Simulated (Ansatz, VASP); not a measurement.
# TiO2 in VASP and in Ansatz

POSCAR

```
TiO2
1.0
   -1.9259454467      1.9259454467      4.8856945184
    1.9259454467     -1.9259454467      4.8856945184
    1.9259454467      1.9259454467     -4.8856945184
Ti O
2 4
Direct
    0.7500000000      0.2500000000      0.5000000000
    0.0000000000      0.0000000000      0.0000000000
    0.5427139634      0.0427139634      0.5000000000
    0.7927139634      0.7927139634      0.0000000000
    0.2072860366      0.2072860366      0.0000000000
    0.9572860366      0.4572860366      0.5000000000
```

File INCAR.step1:

```
PREC = Accurate ; ENCUT = 520
ISMEAR = 0 ; SIGMA = 0.01
LREAL = F ; LASPH = T
NELM = 80 ; NBANDS = 33
GGA = PE ; ALGO = Normal
EDIFF = 1E-4 ; LWAVE = T
LCHARG = F
```

The input INCAR.step2:

```
PREC = Accurate ; ENCUT = 520
EDIFF = 1E-7 ; ISMEAR = 0
SIGMA = 0.01 ; LREAL = F
LASPH = T ; NELM = 80
ALGO = Normal ; ISIF = 2
LWAVE = F ; LCHARG = T
METAGGA = R2SCAN ; LMIXTAU = T
LELF = T ; LVHAR = T
NBANDS = 33 ; ISTART = 1
```

KPOINTS

```
regular mesh
0
Gamma
  8 8 8
```

Input for Ansatz:

```yaml
crystal:
  lattice:
    - [-1.9259454467, 1.9259454467, 4.8856945184]
    - [1.9259454467, -1.9259454467, 4.8856945184]
    - [1.9259454467, 1.9259454467, -4.8856945184]
  atoms:
    - { symbol: Ti, position: [0.75, 0.25, 0.5] }
    - { symbol: Ti, position: [0.0, 0.0, 0.0] }
    - { symbol: O, position: [0.5427139634, 0.0427139634, 0.5] }
    - { symbol: O, position: [0.7927139634, 0.7927139634, 0.0] }
    - { symbol: O, position: [0.2072860366, 0.2072860366, 0.0] }
    - { symbol: O, position: [0.9572860366, 0.4572860366, 0.5] }
kpoints:
  mp_grid: { grid: [8, 8, 8] }
hamiltonian:
  xc: r2scan
scf:
  occupations: { method: fixed }
  n_extra_bands: 5
output:
  forces: true
  stress: true
  eigenvalues: true
```

Alike in both runs: task single point; functional r2SCAN; k mesh 8 × 8 × 8; no spin polarisation.

```csv
,VASP,Ansatz
version,VASP 6.6.1,Ansatz 0.2.0
potentials or method,"VASP PAW PBE potentials, release 64 (Ti_sv, O)","plane waves, PAW"
plane-wave cutoff (eV),520,500
occupations,"gaussian, width 0.01 eV",fixed
valence electrons in the cell,48,48
```

Ansatz gave:

| Quantity | Value |
| --- | --- |
| gap on the k mesh at the Fermi level (eV) | 2.41 |
| pressure (GPa) | -11.7 |
| traceless stress, the component that is largest in VASP (GPa) | -0.39 |
| rms of the force components (eV/Å) | 0.150 |

Task: Which values does VASP return?

Result: gap on the k mesh at the Fermi level (eV): 2.43; pressure (GPa): -10.7; traceless stress, the component that is largest in VASP (GPa): -0.52; rms of the force components (eV/Å): 0.138.

VASP's potentials were made for PBE, not for r2SCAN. Atom by atom the forces differ by 0.012 eV/Å (rms over components).
